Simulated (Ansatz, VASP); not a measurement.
## Two plane-wave programs on CdTe

The input INCAR:

```
SYSTEM = CdTe
ALGO = Normal
EDIFF = 1E-7
ENCUT = 520
GGA = PE
ISIF = 2
ISMEAR = 0
LASPH = .TRUE.
LCHARG = .FALSE.
LREAL = .FALSE.
LWAVE = .FALSE.
NBANDS = 16
NELM = 100
PREC = Accurate
SIGMA = 0.01
```

Contents of KPOINTS:

```
k-points
0
G
  6 6 6
  0 0 0
```

Contents of POSCAR:

```
CdTe
1.0
    0.0000000000      3.2428184437      3.2428184437
    3.2428184437      0.0000000000      3.2428184437
    3.2428184437      3.2428184437      0.0000000000
Cd Te
1 1
Direct
    0.0000000000      0.0000000000      0.0000000000
    0.2500000000      0.2500000000      0.2500000000
```

Input for Ansatz:

```yaml
crystal:
  lattice:
    - [0.0, 3.2428184437, 3.2428184437]
    - [3.2428184437, 0.0, 3.2428184437]
    - [3.2428184437, 3.2428184437, 0.0]
  atoms:
    - { symbol: Cd, position: [0.0, 0.0, 0.0] }
    - { symbol: Te, position: [0.25, 0.25, 0.25] }
kpoints:
  mp_grid: { grid: [6, 6, 6] }
hamiltonian:
  xc: pbe
scf:
  occupations: { method: fixed }
  n_extra_bands: 4
output:
  forces: true
  stress: true
  eigenvalues: true
```

Alike in both runs: task single point; functional PBE; k mesh 6 × 6 × 6; no spin polarisation.

|  | VASP | Ansatz |
| --- | --- | --- |
| version | VASP 6.6.1 | Ansatz 0.2.0 |
| potentials or method | VASP PAW PBE potentials, release 64 (Cd, Te) | plane waves, PAW |
| plane-wave cutoff (eV) | 520 | 420 |
| occupations | gaussian, width 0.01 eV | fixed |
| valence electrons in the cell | 18 | 36 |

|  | VASP | Ansatz | Ansatz less VASP |
| --- | --- | --- | --- |
| gap on the k mesh at the Fermi level (eV) | 0.76 | 0.76 | +0.001 |
| pressure (GPa) | 2.6 | 2.5 | -0.13 |

VASP's potentials hold 18 valence electrons a cell and Ansatz's 36, so a difference there can come from the potentials and not from the codes.

Neither program's run includes spin-orbit coupling.
